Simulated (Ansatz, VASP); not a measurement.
One calculation of CsRe, two programs

File INCAR:

```
  PREC = Accurate
  ENCUT = 520
  EDIFF = 1E-6
  ISMEAR = -1
  SIGMA = 0.05
  LREAL = F
  LASPH = T
  NELM = 80
  ALGO = Normal
  ISIF = 2
  LWAVE = F
  LCHARG = T
  GGA = PE
  LELF = T
  LVHAR = T
  NBANDS = 15
```

Contents of KPOINTS:

```
regular mesh
0
Gamma
  8 8 5
```

File POSCAR:

```
CsRe
1.0
    3.6893539700      0.0000000000      0.0000000000
   -1.8446769800      3.1950742600      0.0000000000
    0.0000000000      0.0000000000      5.6314427200
Cs Re
1 1
Direct
    0.0000000000      0.0000000000      0.5000000000
    0.0000000000      0.0000000000      0.0000000000
```

File input.yaml:

```yaml
crystal:
  lattice:
    - [3.68935397, 0.0, 0.0]
    - [-1.84467698, 3.19507426, 0.0]
    - [0.0, 0.0, 5.63144272]
  atoms:
    - { symbol: Cs, position: [0.0, 0.0, 0.5] }
    - { symbol: Re, position: [0.0, 0.0, 0.0] }
kpoints:
  mp_grid: { grid: [8, 8, 5] }
scf:
  occupations: { method: fermi_dirac, width: 0.05 }
hamiltonian:
  xc: pbe
  pseudopotentials: { kind: all_electron, lapw: { basis_error: 0.001 } }
output:
  forces: true
  stress: true
  eigenvalues: true
  populations: true
```

Alike in both runs: task single point; functional PBE; k mesh 8 × 8 × 5; occupations fermi-dirac, width 0.05 eV; no spin polarisation.

```csv
,VASP,Ansatz
version,VASP 6.6.1,Ansatz 0.2.0
potentials or method,"VASP PAW PBE potentials, release 64 (Cs_sv, Re), cutoff 520 eV","all-electron LAPW, scalar-relativistic"
```

```tsv
	VASP	Ansatz	Ansatz less VASP
gap on the k mesh at the Fermi level (eV)	none	none	-
pressure (GPa)	-6.9	-7.4	-0.54
traceless stress, the component that is largest in VASP (GPa)	11.51	10.94	-0.567
```

A gap of «none» marks a metal or a gap that the smearing closes. Ansatz ran all-electron here, and VASP with PAW potentials.

Neither program's run includes spin-orbit coupling.
